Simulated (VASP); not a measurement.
Set up this calculation in VASP 6.6.1, as the native input.

```yaml
Task: single point
Functional: PBE
Potentials_or_basis: VASP PAW PBE potentials, release 64 (Ga_d, O)
Cutoff: 520 eV
k_mesh: 6 × 6 × 6
Occupations: fermi-dirac, width 0.02 eV
Spin: no spin polarisation
Dipole_correction: no
Further_INCAR_settings: ALGO = Normal; EDIFF = 1e-06; NBANDS = 55
```

The structure of Ga2O3 lies in POSCAR:

```
Ga2O3
1.0
    2.5171823415      1.4532959025      4.4485304470
   -2.5171823415      1.4532959025      4.4485304470
    0.0000000000     -2.9065918049      4.4485304470
Ga O
4 6
Direct
    0.8560501282      0.8560501282      0.8560501282
    0.3560501282      0.3560501282      0.3560501282
    0.1439498718      0.1439498718      0.1439498718
    0.6439498718      0.6439498718      0.6439498718
    0.4466307491      0.0533692509      0.7500000000
    0.0533692509      0.7500000000      0.4466307491
    0.5533692509      0.9466307491      0.2500000000
    0.2500000000      0.5533692509      0.9466307491
    0.9466307491      0.2500000000      0.5533692509
    0.7500000000      0.4466307491      0.0533692509
```

This cell differs from its parent crystal: epitaxial xy strain +1.0%.

These files were run (other wordings do the same):

INCAR

```
SYSTEM = Ga2O3
  ALGO = Normal
  EDIFF = 1E-6
  ENCUT = 520
  GGA = PE
  ISIF = 2
  ISMEAR = -1
  LASPH = .TRUE.
  LCHARG = .FALSE.
  LREAL = .FALSE.
  LWAVE = .FALSE.
  NBANDS = 55
  NELM = 100
  PREC = Accurate
  SIGMA = 0.02
```

KPOINTS

```
k-points
0
G
  6 6 6
  0 0 0
```

Potentials or basis: VASP PAW PBE potentials, release 64 (Ga_d, O).

Launch:

```console
$ cat potpaw_PBE.64/Ga_d/POTCAR potpaw_PBE.64/O/POTCAR > POTCAR
$ mpirun -np 1 vasp_std > vasp.out
```

It gave:

```
Pressure               : 7.1 GPa
Largest force          : 0.079 eV/Å
Band gap on the k mesh : 2.68 eV (least direct gap 2.93 eV)
```

Caveat: the cell differs from its parent crystal (epitaxial xy strain +1.0%); the cell stands under pressure.

Wall time 4.6 min on 1 thread of Intel Xeon 8259CL, with other jobs on the host, peak memory 0.31 GiB.
